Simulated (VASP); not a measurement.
Input of a VASP 6.6.1 run:

Contents of POSCAR:

```
K4BiP2
1.0
    5.6143654792      0.0000000000      0.0000000000
   -2.8071827396      4.8621831311     -0.0000010345
    0.0000000000     -3.2414533423      9.7689872659
P K Bi
2 4 1
Direct
    0.0933695472      0.1867390944      0.2801086416
    0.9066304528      0.8132609056      0.7198913584
    0.3925676464      0.7851352928      0.1777029393
    0.6074323536      0.2148647072      0.8222970607
    0.2073670784      0.4147341569      0.6221012353
    0.7926329216      0.5852658431      0.3778987647
    0.0000000000      0.0000000000      0.0000000000
```

INCAR.step1

```
SYSTEM = K4BiP2
PREC = Accurate ; ENCUT = 550
ISMEAR = -1 ; SIGMA = 0.1
LREAL = .False. ; LASPH = .True.
NELM = 120 ; NBANDS = 40
GGA = PE ; ALGO = Normal
EDIFF = 1E-5 ; LWAVE = .True.
LCHARG = .False. ; GGA_COMPAT = .False.
```

File INCAR.step2:

```
SYSTEM = K4BiP2
PREC = Accurate ; ENCUT = 550
EDIFF = 1E-6 ; ISMEAR = -1
SIGMA = 0.1 ; LREAL = .False.
LASPH = .True. ; NELM = 120
ALGO = Normal ; ISIF = 2
LWAVE = .False. ; LCHARG = .True.
METAGGA = R2SCAN ; LMIXTAU = .True.
LELF = .True. ; LVHAR = .True.
NBANDS = 40 ; ISTART = 1
GGA_COMPAT = .False.
```

KPOINTS

```
Automatic mesh
0
Gamma
  6 6 6
  0 0 0
```

Potentials or basis: VASP PAW PBE potentials, release 64 (P, K_sv, Bi_d).

Command:

```bash
$ cat potpaw_PBE.64/P/POTCAR potpaw_PBE.64/K_sv/POTCAR potpaw_PBE.64/Bi_d/POTCAR > POTCAR
$ cp INCAR.step1 INCAR
$ mpirun -np 1 vasp_std > vasp.out
$ cp INCAR.step2 INCAR
$ mpirun -np 1 vasp_std > vasp.out
```

Estimate the largest force.

0.010 eV/Å.

What does it give for the band gap on the k mesh?

Zero (an odd number of electrons rules out a gap without spin polarisation).

Forces in eV/Å, atoms in the order of the input:
```
P    0.000  0.000  0.010
P    0.000  0.000 -0.010
K    0.000  0.000 -0.002
K    0.000  0.000  0.002
K    0.000  0.000 -0.006
K    0.000  0.000  0.006
Bi   0.000  0.000  0.000
```

Caveat: the PAW data sets were made with another functional, which shifts forces and pressure a little; spin-orbit coupling is left out, which moves the levels of the heavy elements.
